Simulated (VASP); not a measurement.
Wanted: the native input for a VASP 6.6.1 run.

| Property | Result |
| --- | --- |
| Task | single point |
| Functional | PBE |
| Potentials or basis | VASP PAW PBE potentials, release 64 (W_sv, C) |
| Cutoff | 520 eV |
| k mesh | 3 × 3 × 1 |
| Occupations | fermi-dirac, width 0.1 eV |
| Spin | no spin polarisation |
| Dipole correction | no |
| Further INCAR settings | LREAL = Auto; ALGO = Normal; EDIFF = 1e-07; NBANDS = 128 |

The structure of W12C13 lies in POSCAR:

```
W12C13
1.0
    5.7990000000      0.0000000000      0.0000000000
   -2.8995000000      5.0220810000      0.0000000000
    0.0000000000      0.0000000000     20.0755000000
W C
12 13
Direct
    0.0000000000      0.0000000000      0.0498120097
    0.0006194244     -0.0006614788      0.1924656422
    0.0038505746     -0.0038267005      0.3402892581
    0.0000000498      0.5000000996      0.0498120097
   -0.0006822957      0.4991044549      0.1916793106
   -0.0008422651      0.4952104516      0.3368233419
    0.5000000000      0.0000000000      0.0498120097
    0.5008611856      0.0006345975      0.1916850390
    0.5047254352      0.0007666145      0.3368262310
    0.5000000498      0.5000000996      0.0498120097
    0.4998537365      0.5001572057      0.1905409081
    0.4966220331      0.5034403069      0.3284239496
    0.3333333831      0.1666667662      0.1203009140
    0.3310254510      0.1647458494      0.2609377101
    0.3577066524      0.1993512251      0.4034406615
    0.3333333333      0.6666666667      0.1203009140
    0.3325877612      0.6672958879      0.2596370701
    0.3302124783      0.6697175932      0.3910942691
    0.8333333831      0.1666667662      0.1203009140
    0.8359116528      0.1638888341      0.2622007920
    0.8380091875      0.1620549330      0.3942806904
    0.8333333333      0.6666666667      0.1203009140
    0.8352531697      0.6689864222      0.2609269009
    0.8005503965      0.6421885669      0.4033602152
    1.5721729499      0.4278809920      0.4269985305
```

The input as run:

INCAR

```
  ALGO = Normal
  EDIFF = 1E-7
  ENCUT = 520
  GGA = PE
  ISIF = 2
  ISMEAR = -1
  LASPH = True
  LCHARG = True
  LELF = True
  LREAL = Auto
  LVHAR = True
  LWAVE = False
  NBANDS = 128
  NELM = 80
  PREC = Accurate
  SIGMA = 0.1
```

KPOINTS

```
k-points
0
Gamma
  3 3 1
```

Potentials or basis: VASP PAW PBE potentials, release 64 (W_sv, C).

Launch:

```console
$ cat potpaw_PBE.64/W_sv/POTCAR potpaw_PBE.64/C/POTCAR > POTCAR
$ mpirun -np 1 vasp_std > vasp.out
```

It gave:

| Property | Result |
| --- | --- |
| Largest force | 0.879 eV/Å |
| Band gap on the k mesh | zero (bands 110 and 111 overlap by 0.59 eV) |

Caveat: the k points lie up to 0.42 Å⁻¹ apart, too coarse for converged energies and pressures of a metal; spin-orbit coupling is left out, which moves the levels of the heavy elements.

It took 14 min on 1 thread of AMD EPYC 9R45 (Zen 5), on a shared host, peak memory 0.77 GiB.
